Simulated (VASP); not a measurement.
**GaSb: single point with r2SCAN+rVV10**

The system is GaSb.

```
Ga Sb
1.0
     3.55917    0.00000    0.00000
     0.00000    3.55917    0.00000
     0.00000    0.00000    3.55917
Ga Sb
1 1
Direct
  0.00000 0.00000 0.00000
  0.50000 0.50000 0.50000
```

```
Program             : VASP 6.6.1
Task                : single point
Functional          : r2SCAN
Dispersion          : rVV10
Potentials or basis : VASP PAW PBE potentials, release 64 (Ga_d, Sb)
Cutoff              : 520 eV
k mesh              : 6 × 6 × 6
Occupations         : fermi-dirac, width 0.03 eV
Spin                : no spin polarisation
```

The pressure is 0.1 GPa. The band gap on the k mesh is zero (band 9 reaches 9.13 eV, above the bottom of band 10 at 4.67 eV).

Levels at points of the mesh, in eV from the Fermi level:
| k point | band 5 | band 6 | band 7 | band 8 | band 9 | band 10 | band 11 | band 12 | band 13 | band 14 |
| --- | --- | --- | --- | --- | --- | --- | --- | --- | --- | --- |
| (0.00, 0.00, 0.00) | -15.24 | -12.95 | -1.70 | -0.64 | -0.64 | -0.64 | 4.45 | 4.45 | 9.54 | 9.54 |
| (0.50, 0.00, 0.00) | -15.24 | -10.71 | -8.43 | 1.84 | 1.84 | 2.81 | 3.36 | 3.91 | 3.91 | 6.69 |
| (0.50, 0.50, 0.00) | -15.20 | -8.73 | -5.23 | -5.22 | -5.22 | 3.09 | 5.55 | 6.79 | 6.79 | 8.80 |
| (0.50, 0.50, 0.50) | -15.20 | -7.32 | -3.33 | -2.62 | -2.62 | -2.62 | -0.69 | -0.69 | -0.69 | 18.18 |

Wall time 70 s on 1 thread of Intel Xeon 6975P-C, with other jobs on the host, peak memory 0.27 GiB.

Caveat: the PAW data sets were made with another functional, which shifts forces and pressure a little; spin-orbit coupling is left out, which moves the levels of the heavy elements.
